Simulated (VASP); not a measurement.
# TePb (zincblende type) (F-43m) in VASP: further runs, part 2 of 2

VASP 6.6.1.

## (3) Relaxation of cell and atoms, PBE, target pressure 17 GPa, at which the enthalpy is minimised

This run uses another cell than the first one, of 34.92 Å³/atom, 1.132 times its volume.

INCAR

```
ALGO = Normal ; EDIFF = 1E-6
EDIFFG = -0.005 ; ENCUT = 600
GGA = PE ; IBRION = 2
ISIF = 3 ; ISMEAR = -1
LASPH = T ; LCHARG = F
LREAL = F ; LWAVE = F
NELM = 80 ; NSW = 32
PREC = Accurate ; PSTRESS = 170.0
SIGMA = 0.05
```

KPOINTS

```
k-points
0
Gamma
  12 12 12
```

POSCAR

```
TePb
1.0
    0.0000000000      3.2685713424      3.2685713424
    3.2685713424      0.0000000000      3.2685713424
    3.2685713424      3.2685713424      0.0000000000
Pb Te
1 1
Direct
    0.0000000000      0.0000000000      0.0000000000
    0.2500000000      0.2500000000      0.2500000000
```

Potentials or basis: VASP PAW PBE potentials, release 64 (Pb_d, Te).

Launch:

```sh
$ cat potpaw_PBE.64/Pb_d/POTCAR potpaw_PBE.64/Te/POTCAR > POTCAR
$ mpirun -np 1 vasp_std > vasp.out
```

OUTCAR:

```text
EDIFF = 1E-6
   EDIFFG = -0.005
   ENCUT = 600
   GGA = PE
   IBRION = 2
   ISIF = 3
   ISMEAR = -1
   LASPH = T
   LREAL = F
   NELM = 80
   NSW = 32
   PREC = Accurate
   PSTRESS = 170.0

 ion  position               nearest neighbor table
   1  0.000  0.000  0.000-   2 2.83   2 2.83   2 2.83   2 2.83
   2  0.250  0.250  0.250-   1 2.83   1 2.83   1 2.83   1 2.83

  LATTYP: Found a face centered cubic cell.
 ALAT       =     6.5371426848

  Lattice vectors:

 A1 = (   0.0000000000,   3.2685713424,   3.2685713424)
 A2 = (   3.2685713424,   0.0000000000,   3.2685713424)
 A3 = (   3.2685713424,   3.2685713424,   0.0000000000)

Analysis of symmetry for initial positions (statically):
=====================================================================
 Subroutine PRICEL returns:
 Original cell was already a primitive cell.

[... 259 lines left out ...]
 cond. band min:       6.2526068819   @ k =   0.3333   0.3333   0.0000
 fundamental gap:      0.0778951881
 Fermi energy:         6.1956247017

 k-point     1 :       0.0000    0.0000    0.0000
  band No.  band energies     occupation
      1     -11.2949      2.00000
      2     -11.2949      2.00000
      3     -11.2949      2.00000
      4     -11.1949      2.00000
      5     -11.1949      2.00000
      6      -7.5185      2.00000
      7       0.9520      2.00000
      8       3.8878      2.00000
      9       3.8878      2.00000
     10       3.8878      2.00000
     11       7.2356      0.00000
     12       7.2356      0.00000
     13       7.2356      0.00000
     14       9.9172      0.00000
[... 377 lines left out ...]
      1     -11.3581      2.00000
      2     -11.2711      2.00000
      3     -11.2697      2.00000
      4     -11.1959      2.00000
      5     -11.1933      2.00000
      6      -6.0312      2.00000
      7      -2.8547      2.00000
      8       1.7443      2.00000
      9       2.7616      2.00000
     10       4.9647      2.00000
     11       8.0869      0.00000
     12       8.8400      0.00000
     13      10.2670      0.00000
     14      12.0751      0.00000

 [... further k-points ...]
[... 5 lines left out ...]
  --------------------------------------------------------------------------------------
  -------------------------------------------------------------------------------------
  Total        7.4169217      7.4169217      7.4169217      0.0000000      0.0000000      0.0000000
  in kB      170.2257690    170.2257690    170.2257690      0.0000000      0.0000000      0.0000000
  external PRESSURE =       0.2257690 kB  Pullay stress =     170.0000000 kB
[... 21 lines left out ...]
  energy  without entropy=       -5.9874590472  energy(sigma->0) =       -5.99010423

  enthalpy is  TOTEN    =         1.4143353075 eV   P V=        7.4070847259

 reached required accuracy - stopping structural energy minimisation
```

OSZICAR:

```text
N       E                     dE             d eps       ncg     rms          rms(c)
DAV:   1     0.164095031900E+03    0.16410E+03   -0.10009E+04  2016   0.152E+03
DAV:   2     0.677482741593E+01   -0.15732E+03   -0.15411E+03  2070   0.353E+02
DAV:   3    -0.577581052186E+01   -0.12551E+02   -0.12389E+02  2742   0.106E+02
DAV:   4    -0.610178822730E+01   -0.32598E+00   -0.32585E+00  2296   0.207E+01
[... 17 lines left out ...]
       N       E                     dE             d eps       ncg     rms          rms(c)
DAV:   1    -0.599286104603E+01   -0.57958E-02   -0.33776E-03  2478   0.114E+00    0.640E-02
DAV:   2    -0.599276729239E+01    0.93754E-04   -0.19925E-04  2448   0.294E-01    0.205E-02
DAV:   3    -0.599275012946E+01    0.17163E-04   -0.63803E-05  2484   0.148E-01    0.388E-03
DAV:   4    -0.599274941839E+01    0.71107E-06   -0.16206E-06  1400   0.118E-02
   3 F= 0.14143353E+01 E0= 0.14169805E+01  d E =-.465771E-05
```

CONTCAR:

```text
TePb
   1.00000000000000
     0.0000000000000000    3.2680823583117347    3.2680823583117347
     3.2680823583117347   -0.0000000000000000    3.2680823583117347
     3.2680823583117347    3.2680823583117347   -0.0000000000000000
  Pb              Te
     1     1
Direct
     0.0000000000000000    0.0000000000000000    0.0000000000000000
     0.2500000000000000    0.2500000000000000    0.2500000000000000

  0.00000000E+00  0.00000000E+00  0.00000000E+00
  0.00000000E+00  0.00000000E+00  0.00000000E+00
```

It took 94 s on 1 thread of Intel Xeon 6975P-C (Granite Rapids), shared host; peak memory 0.3 GiB.

Results:

| Item | Value |
| --- | --- |
| Free energy | -5.9927 eV |
| Relaxed volume | 34.90 Å³/atom |
| Relaxed cell | a = 4.622 Å, b = 4.622 Å, c = 4.622 Å, α = 60.00°, β = 60.00°, γ = 60.00° |
| Space group after relaxing (to 0.05 Å) | F-43m (No. 216) |
| Energy change on relaxing (the enthalpy is what falls) | +1.7 meV/atom |
| Ionic steps | 3 |
| Pressure after relaxing | 17.0 GPa |
| Band gap on the k mesh | zero (band 10 reaches 6.42 eV, above the bottom of band 11 at 5.93 eV) |

The path:
| step | energy change (eV) | largest force (eV/Å) | pressure (GPa) | volume (Å³) |
| --- | --- | --- | --- | --- |
| 1 | 0.0000 | 0.0000 | 16.96 | 69.84 |
| 2 | 0.0090 | 0.0000 | 17.07 | 69.76 |
| 3 | 0.0033 | 0.0000 | 17.02 | 69.81 |

Final structure:
```cif
data_structure
_symmetry_space_group_name_H-M 'P 1'
_symmetry_Int_Tables_number 1
_cell_length_a 4.6218
_cell_length_b 4.6218
_cell_length_c 4.6218
_cell_angle_alpha 60.000
_cell_angle_beta 60.000
_cell_angle_gamma 60.000
_cell_volume 69.81
loop_
_atom_site_label
_atom_site_type_symbol
_atom_site_fract_x
_atom_site_fract_y
_atom_site_fract_z
_atom_site_occupancy
Pb1 Pb 0.00000 0.00000 0.00000 1
Te1 Te 0.25000 0.25000 0.25000 1
```

Levels at points of the mesh, in eV from the Fermi level:
```tsv
k point	band 6	band 7	band 8	band 9	band 10	band 11	band 12	band 13	band 14
(0.00, 0.00, 0.00)	-13.71	-5.24	-2.31	-2.31	-2.31	1.04	1.04	1.04	3.72
(0.50, 0.00, 0.00)	-12.40	-8.92	-3.21	-3.21	-2.59	2.07	2.07	4.58	5.59
(0.50, 0.50, 0.00)	-11.67	-9.72	-4.29	-4.29	-1.07	-0.26	5.61	5.61	6.08
```

Caveat: the cell is relaxed towards a set pressure, so the enthalpy falls and the energy may rise; spin-orbit coupling is left out, which moves the levels of the heavy elements.
